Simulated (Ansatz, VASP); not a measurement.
**Hf in VASP and in Ansatz**

```
Hf
1.0
     4.96233    0.00000    0.00000
    -2.48116    4.29750    0.00000
     0.00000    0.00000    3.08623
Hf
3
Direct
  0.00000 0.00000 0.00000
  0.33333 0.66667 0.50000
  0.66667 0.33333 0.50000
```

Alike in both runs: functional PBEsol; k mesh 6 × 6 × 9; occupations fermi-dirac, width 0.05 eV; no spin polarisation.

|  | VASP | Ansatz |
| --- | --- | --- |
| version | VASP 6.6.1 | Ansatz 0.2.0 |
| potentials or method | VASP PAW PBE potentials, release 64 (Hf_pv) | Ansatz PAW |
| plane-wave cutoff (eV) | 520 | 420 |
| valence electrons in the cell | 30 | 78 |
| task | single point | band structure |

Ansatz gave:

```
gap on the k mesh at the Fermi level (eV)                     : none
pressure (GPa)                                                : -2.7
traceless stress, the component that is largest in VASP (GPa) : 0.31
```

Task: Which values does VASP return?

Result: gap on the k mesh at the Fermi level (eV): none; pressure (GPa): -3.1; traceless stress, the component that is largest in VASP (GPa): 0.41.

VASP's potentials were made for PBE, not for PBEsol. A gap of «none» marks a metal or a gap that the smearing closes. VASP's potentials hold 30 valence electrons a cell and Ansatz's 78, so a difference there can come from the potentials and not from the codes.

Neither program's run includes spin-orbit coupling.
